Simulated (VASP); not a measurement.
Set up this calculation in VASP 6.6.1, as the native input.

* Task: single point
* Functional: LDA
* Potentials or basis: VASP PAW LDA potentials, release 64 (Sn_d)
* Cutoff: 520 eV
* k mesh: 7 × 7 × 7
* Occupations: gaussian, width 0.05 eV
* Spin: no spin polarisation
* Dipole correction: no
* Further INCAR settings: ALGO = Normal; EDIFF = 1e-06; NBANDS = 21

The structure of Sn lies in POSCAR:

```
Sn
1.0
    0.0000000000      3.2365038723      3.2365038723
    3.2365038723      0.0000000000      3.2365038723
    3.2365038723      3.2365038723      0.0000000000
Sn
2
Direct
    0.0000000000      0.0000000000      0.0000000000
    0.2500000000      0.2500000000      0.2500000000
```

This isn't the form of Sn at room conditions, which is tetragonal (white tin).

One way to write it, as run:

INCAR

```
PREC = Accurate
ENCUT = 520
EDIFF = 1E-6
ISMEAR = 0
SIGMA = 0.05
LREAL = False
LASPH = True
NELM = 60
ALGO = Normal
ISIF = 2
LWAVE = False
LCHARG = False
GGA = CA
NBANDS = 21
```

KPOINTS

```
regular mesh
0
Gamma
  7 7 7
```

Potentials or basis: VASP PAW LDA potentials, release 64 (Sn_d).

The run is started by

```console
$ cat potpaw_LDA.64/Sn_d/POTCAR > POTCAR
$ mpirun -np 1 vasp_std > vasp.out
```

It gave:

```json
{
 "Pressure": "0.0 GPa",
 "Band gap on the k mesh": "zero (bands 14 and 15 overlap by 0.14 eV)"
}
```

Caveat: spin-orbit coupling is left out, which moves the levels of the heavy elements.

Run time: 9.6 s on 1 thread of Intel(R) Xeon(R) 6975P-C (Granite Rapids) (shared host), peak memory 0.17 GiB.
